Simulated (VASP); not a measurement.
Write the native input for VASP 6.6.1 that does the following.

- Task: electric field gradients
- Functional: PBE
- Potentials or basis: VASP PAW PBE potentials, release 64 (Rh_pv)
- Cutoff: 520 eV
- k mesh: 16 × 16 × 16
- Occupations: fermi-dirac, width 0.08 eV
- Spin: no spin polarisation
- Dipole correction: no
- Further INCAR settings: ALGO = Normal; EDIFF = 1e-08; NBANDS = 14

The structure of Rh lies in POSCAR:

```
Rh
1.0
    0.0000000000      1.9015500000      1.8635190000
    1.9015500000      0.0000000000      1.8635190000
    1.9015500000      1.9015500000      0.0000000000
Rh
1
Direct
    0.0000000000      0.0000000000      0.0000000000
```

This cell differs from its parent crystal: zz strain of -2 %.

One way to write it, as run:

INCAR

```
SYSTEM = Rh
  PREC = Accurate
  ENCUT = 520
  EDIFF = 1E-8
  ISMEAR = -1
  SIGMA = 0.08
  LREAL = .False.
  LASPH = .True.
  NELM = 60
  ALGO = Normal
  ISIF = 2
  LWAVE = .False.
  LCHARG = .False.
  GGA = PE
  LEFG = .True.
  NBANDS = 14
```

KPOINTS

```
Automatic mesh
0
Gamma
  16 16 16
  0 0 0
```

Potentials or basis: VASP PAW PBE potentials, release 64 (Rh_pv).

Run with:

```sh
$ cat potpaw_PBE.64/Rh_pv/POTCAR > POTCAR
$ mpirun -np 1 vasp_std > vasp.out
```

Results of the run:

The pressure is 12.2 GPa. The band gap on the k mesh is zero (an odd number of electrons rules out a gap without spin polarisation). The largest electric field gradient by atom is Rh -1.9 V/Å².

Caveat: the cell differs from its parent crystal (zz strain of -2 %); the cell stands under pressure; without QUAD_EFG the Cq values of the log hold for a quadrupole moment of 1 mb, not for the nuclei.

Wall time 83 s on 1 thread of Intel Xeon 8259CL, with other jobs on the host, peak memory 0.18 GiB.
